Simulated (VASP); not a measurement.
A run of VASP 6.6.1 is set up as follows.

INCAR

```
SYSTEM = N
PREC     = Accurate       ! precision mode
ENCUT    = 520            ! plane-wave cutoff, eV
EDIFF    = 1E-6           ! SCF threshold, eV
ISMEAR   = 0              ! smearing method
SIGMA    = 0.1            ! smearing width, eV
LREAL    = Auto         
LASPH    = .True.         ! aspherical terms in the spheres
NELM     = 100            ! most SCF steps
ALGO     = Normal         ! electronic algorithm
ISIF     = 2              ! what is computed and relaxed
LWAVE    = .False.        ! write WAVECAR
LCHARG   = .False.        ! write CHGCAR
GGA      = PE             ! functional
IVDW     = 12             ! dispersion correction
ISYM     = 0            
NBANDS   = 54             ! bands
```

The input KPOINTS:

```
Automatic mesh
0
Gamma
  2 2 2
  0.5 0.5 0.5
```

File POSCAR:

```
N
1.0
   -5.5605176600      5.5605176600      0.0000000000
    0.0000000000      5.5605176600     -5.5605176600
   -5.5605176600      0.0000000000     -5.5605176600
N
16
Direct
    0.5286986650      0.5286986650      0.4139040050
    0.0286986650      0.0286986650      0.9139040050
    0.0286986650      0.9139040050      0.5286986650
    0.5286986650      0.4139040050      0.0286986650
    0.9139040050      0.5286986650      0.5286986650
    0.4139040050      0.0286986650      0.0286986650
    0.5286986650      0.0286986650      0.5286986650
    0.0286986650      0.5286986650      0.0286986650
    0.9713013350      0.9713013350      0.0860959950
    0.4713013350      0.4713013350      0.5860959950
    0.4713013350      0.5860959950      0.9713013350
    0.9713013350      0.0860959950      0.4713013350
    0.5860959950      0.9713013350      0.9713013350
    0.0860959950      0.4713013350      0.4713013350
    0.9713013350      0.4713013350      0.9713013350
    0.4713013350      0.9713013350      0.4713013350
```

Potentials or basis: VASP PAW PBE potentials, release 64 (N).

Run with:

```sh
$ cat potpaw_PBE.64/N/POTCAR > POTCAR
$ mpirun -np 1 vasp_std > vasp.out
```

Problem. What does it give for the largest force?

Solution. 1.062 eV/Å.

Problem. Estimate the band gap on the k mesh.

Solution. 7.35 eV.

Forces in eV/Å, atoms in the order of the input:
```
N    0.613  0.613  0.613
N    0.613  0.613  0.613
N   -0.613 -0.613  0.613
N   -0.613 -0.613  0.613
N    0.613 -0.613 -0.613
N    0.613 -0.613 -0.613
N   -0.613  0.613 -0.613
N   -0.613  0.613 -0.613
N   -0.613 -0.613 -0.613
N   -0.613 -0.613 -0.613
N    0.613  0.613 -0.613
N    0.613  0.613 -0.613
N   -0.613  0.613  0.613
N   -0.613  0.613  0.613
N    0.613 -0.613  0.613
N    0.613 -0.613  0.613
```

Caveat: the standard files for N, O and F lose accuracy on very short bonds; forces of over 1 eV/Å act on the atoms, so gaps and moduli don't describe the material at rest. A k mesh can miss the band edges.
